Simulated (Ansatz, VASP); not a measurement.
## MoS: VASP beside Ansatz

```
CELL_PARAMETERS angstrom
2.97064 0.00000 0.00000
0.00000 2.97064 0.00000
0.00000 0.00000 2.97064
ATOMIC_POSITIONS crystal
Mo 0.00000 0.00000 0.00000
S 0.50000 0.50000 0.50000
```

Alike in both runs: task single point; functional r2SCAN; k mesh 14 × 14 × 14; occupations gaussian, width 0.1 eV; no spin polarisation.

|  | VASP | Ansatz |
| --- | --- | --- |
| version | VASP 6.6.1 | Ansatz 0.2.0 |
| potentials or method | VASP PAW PBE potentials, release 64 (Mo_sv, S), cutoff 520 eV | scalar-relativistic, plane waves, PAW |
| valence electrons in the cell | 20 | 20 |

|  | VASP | Ansatz | Ansatz less VASP |
| --- | --- | --- | --- |
| gap on the k mesh at the Fermi level (eV) | none | none | - |
| pressure (GPa) | 7.4 | 6.8 | -0.52 |

VASP's potentials were made for PBE, not for r2SCAN. A gap of «none» marks a metal or a gap that the smearing closes.
